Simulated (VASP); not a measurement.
# Cs (I4/mmm) in VASP: single point with PBE

Aim: the single point of Cs with PBE.

All numbers are computed with VASP 6.6.1; they aren't measurements. Logs are shortened: lines on timing, memory, paths and dates and some standing lists are left out, and cuts for length are marked.

## 1. The cell of the first run

It takes space group I4/mmm (No. 139, tetragonal). The conventional cell has a = 5.500 Å, b = 5.500 Å, c = 8.194 Å, α = 90.00°, β = 90.00°, γ = 90.00°.

## 2. Single point, PBE

POSCAR

```
Cs
1.0
    5.5001509200      0.0000000000      0.0000000000
    0.0000000000      5.5001509200      0.0000000000
   -2.7500754600     -2.7500754600      4.0972389800
Cs
1
Direct
    0.0000000000      0.0000000000      0.0000000000
```

INCAR.step1

```
SYSTEM = Cs
  ALGO = Fast
  EDIFF = 1E-6
  ENCUT = 520
  GGA = PE
  ISIF = 2
  ISMEAR = 0
  LASPH = .TRUE.
  LCHARG = .TRUE.
  LREAL = .FALSE.
  LWAVE = .FALSE.
  NBANDS = 10
  NELM = 60
  PREC = Accurate
  SIGMA = 0.05
```

KPOINTS.step1

```
k-points
0
G
  8 8 8
  0 0 0
```

INCAR.step2

```
SYSTEM = Cs
  ALGO = Fast
  EDIFF = 1E-6
  ENCUT = 520
  GGA = PE
  ICHARG = 11
  ISIF = 2
  ISMEAR = -5
  LASPH = .TRUE.
  LCHARG = .FALSE.
  LORBIT = 11
  LREAL = .FALSE.
  LWAVE = .FALSE.
  NBANDS = 10
  NEDOS = 2001
  NELM = 60
  PREC = Accurate
  SIGMA = 0.05
```

KPOINTS.step2

```
k-points
0
G
  12 12 12
  0 0 0
```

Potentials or basis: VASP PAW PBE potentials, release 64 (Cs_sv).

Launch:

```
$ cat potpaw_PBE.64/Cs_sv/POTCAR > POTCAR
$ cp INCAR.step1 INCAR
$ cp KPOINTS.step1 KPOINTS
$ mpirun -np 1 vasp_std > vasp.out
$ cp INCAR.step2 INCAR
$ cp KPOINTS.step2 KPOINTS
$ mpirun -np 1 vasp_std > vasp.out
```

OUTCAR:

```text
SYSTEM = Cs
   EDIFF = 1E-6
   ENCUT = 520
   GGA = PE
   ICHARG = 11
   ISIF = 2
   ISMEAR = -5
   LASPH = .TRUE.
   LORBIT = 11
   LREAL = .FALSE.
   NELM = 60
   PREC = Accurate

 ion  position               nearest neighbor table
   1  0.000  0.000  0.000-

  LATTYP: Found a body centered tetragonal cell.
 ALAT       =     5.5001509200
 C/A-ratio  =     1.4898642018

  Lattice vectors:

 A1 = (   2.7500754600,  -2.7500754600,  -4.0972389800)
 A2 = (  -2.7500754600,   2.7500754600,  -4.0972389800)
 A3 = (   2.7500754600,   2.7500754600,   4.0972389800)

Analysis of symmetry for initial positions (statically):
=====================================================================
 Subroutine PRICEL returns:
 Original cell was already a primitive cell.

 Routine SETGRP: Setting up the symmetry group for a
 body centered tetragonal supercell.

 Subroutine GETGRP returns: Found 16 space group operations
 (whereof 16 operations were pure point group operations)
 out of a pool of 16 trial point group operations.

The static configuration has the point symmetry D_4h.

Analysis of symmetry for dynamics (positions and initial velocities):
=====================================================================
 Subroutine PRICEL returns:
 Original cell was already a primitive cell.

 Routine SETGRP: Setting up the symmetry group for a
 body centered tetragonal supercell.

 Subroutine GETGRP returns: Found 16 space group operations
 (whereof 16 operations were pure point group operations)
 out of a pool of 16 trial point group operations.

The dynamic configuration has the point symmetry D_4h.

 Subroutine INISYM returns: Found 16 space group operations
 (whereof 16 operations are pure point group operations),
 and found     1 'primitive' translations

----------------------------------------------------------------------------------------

                                     Primitive cell

  volume of cell :     123.9483

  direct lattice vectors                    reciprocal lattice vectors
     5.500150920  0.000000000  0.000000000     0.181813193  0.000000000  0.122033399
     0.000000000  5.500150920  0.000000000     0.000000000  0.181813193  0.122033399
    -2.750075460 -2.750075460  4.097238980     0.000000000  0.000000000  0.244066798

  length of vectors
     5.500150920  5.500150920  5.649176695     0.218970746  0.218970746  0.244066798

  position of ions in fractional coordinates (direct lattice)
     0.000000000  0.000000000  0.000000000
[... 87 lines left out ...]
   TEBEG  =    0.0;   TEEND  =   0.0 temperature during run
   PSTRESS=    0.0 pullay stress
   NELECT =       9.0000    total number of electrons
   NUPDOWN=      -1.0000    fix difference up-down
   EMIN   =  10.00;   EMAX   =-10.00  energy-range for DOS
   EFERMI =   0.00;   METHOD = LEGACY
   ISMEAR =    -5;   SIGMA  =   0.05  broadening in eV -4-tet -1-fermi 0-gaus
   EFERMI_NEDOS =   21; number of points for ismear=-14 and -15
   IALGO  =     68    algorithm
   IMIX   =      4    mixing-type and parameters
     AMIX     =   0.40;   BMIX     =  1.00
     AMIX_MAG =   1.60;   BMIX_MAG =  1.00
  volume/ion in A,a.u.               =     123.95       836.44
  Fermi-wavevector in a.u.,A,eV,Ry     =   0.682981  1.290648  6.346621  0.466463
  Thomas-Fermi vector in A             =   1.762213
   LORBIT       =     11    0 simple, 1 ext, 2 COOP (PROOUT), +10 PAW based schemes
   GGA     = PE    functional components
   LHFCALC =     F    Hartree Fock is set to
   AEXX    =    0.0000 exact exchange contribution
   IVDW    =     0    specifies the selected vdW correction
   LEPSILON=     F    determine dielectric tensor
   LRPA    =     F    only Hartree local field effects (RPA)
 non-spin polarized calculation
 RMM-DIIS sequential band-by-band and
 Fermi weights with tetrahedron method with Bloechl corrections
  energy-cutoff  :      520.00
  volume of cell :      123.95
 maximum number of plane-waves:      3372
 NGX is ok and might be reduce to    42

 number of electron       9.0000001 magnetization

 Free energy of the ion-electron system (eV)
  ---------------------------------------------------
  ext. energy  EPLUGINS =         0.00000000
  ---------------------------------------------------
  free energy    TOTEN  =        -0.84861833 eV

  energy without entropy =       -0.84861833  energy(sigma->0) =       -0.84861833

 E-fermi :   0.2806     XC(G=0):  -5.2224

 val. band max:        0.2855917390   @ k =   0.4167   0.0000   0.0833
 cond. band min:       0.2715587463   @ k =  -0.2500   0.4167   0.0833
 fundamental gap:     -0.0140329927
 Fermi energy:         0.2806102357

 k-point     1 :       0.0000    0.0000    0.0000
  band No.  band energies     occupation
      1     -23.6245      2.00000
      2     -10.3793      2.00000
      3     -10.3782      2.00000
      4     -10.3782      2.00000
      5      -1.3297      2.00000
      6       2.5769      0.00000
      7       2.7388      0.00000
      8       2.7388      0.00000
      9       3.5210      0.00000
     10       3.8413      0.00000
[... 287 lines left out ...]
 k-point    24 :      -0.4167    0.1667    0.0000
  band No.  band energies     occupation
      1     -23.6204      2.00000
      2     -10.4634      2.00000
      3     -10.4019      2.00000
      4     -10.4007      2.00000
      5      -0.0029      2.11539
      6       1.3973      0.00000
      7       2.2328      0.00000
      8       2.7775      0.00000
      9       3.6391      0.00000
     10       4.3576      0.00000

 [... further k-points ...]

------------------------ aborting loop because EDIFF is reached ----------------------------------------

  FORCE on cell =-STRESS in cart. coord.  units (eV):
  Direction    XX          YY          ZZ          XY          YZ          ZX
  --------------------------------------------------------------------------------------
  -------------------------------------------------------------------------------------
  Total       -0.0771863     -0.0771863     -0.0991772      0.0000000      0.0000000      0.0000000
  in kB       -0.9977234     -0.9977234     -1.2819815      0.0000000      0.0000000      0.0000000
  external PRESSURE =      -1.0924761 kB  Pullay stress =       0.0000000 kB

 VOLUME and BASIS-vectors are now :
 -----------------------------------------------------------------------------
  energy-cutoff  :      520.00
  volume of cell :      123.95
      direct lattice vectors                 reciprocal lattice vectors
     5.500150920  0.000000000  0.000000000     0.181813193  0.000000000  0.122033399
     0.000000000  5.500150920  0.000000000     0.000000000  0.181813193  0.122033399
    -2.750075460 -2.750075460  4.097238980     0.000000000  0.000000000  0.244066798

 POSITION                                       TOTAL-FORCE (eV/Angst)
 -----------------------------------------------------------------------------------
      0.00000      0.00000      0.00000        -0.000000      0.000000      0.000000
 -----------------------------------------------------------------------------------
    total drift:                                0.000000     -0.000000      0.000000

  FREE ENERGIE OF THE ION-ELECTRON SYSTEM (eV)
  ---------------------------------------------------
  free  energy   TOTEN  =        -0.8486183293 eV

  energy  without entropy=       -0.8486183293  energy(sigma->0) =       -0.84861833

 total charge

# of ion       s       p       d       tot
------------------------------------------
    1        1.853   4.683   0.008   6.544
```

OUTCAR.step1:

```text
SYSTEM = Cs
   EDIFF = 1E-6
   ENCUT = 520
   GGA = PE
   ISIF = 2
   ISMEAR = 0
   LASPH = .TRUE.
[... 531 lines left out ...]
 POSITION                                       TOTAL-FORCE (eV/Angst)
 -----------------------------------------------------------------------------------
      0.00000      0.00000      0.00000         0.000000     -0.000000      0.000000
 -----------------------------------------------------------------------------------
    total drift:                                0.000000     -0.000000     -0.000000

  FREE ENERGIE OF THE ION-ELECTRON SYSTEM (eV)
  ---------------------------------------------------
  free  energy   TOTEN  =        -0.8459577454 eV

  energy  without entropy=       -0.8439988854  energy(sigma->0) =       -0.84497832
```

It took 2.3 min on 1 thread of Intel Xeon Platinum 8259CL at 2.50GHz (Skylake/Cascade Lake), shared host; peak memory 0.37 GiB.

What came out:

- Valence electrons inside the program's atomic spheres: Cs 6.54

Caveat: spin-orbit coupling is left out, which moves the levels of the heavy elements; tetrahedron occupations give inexact forces and stress in metals.
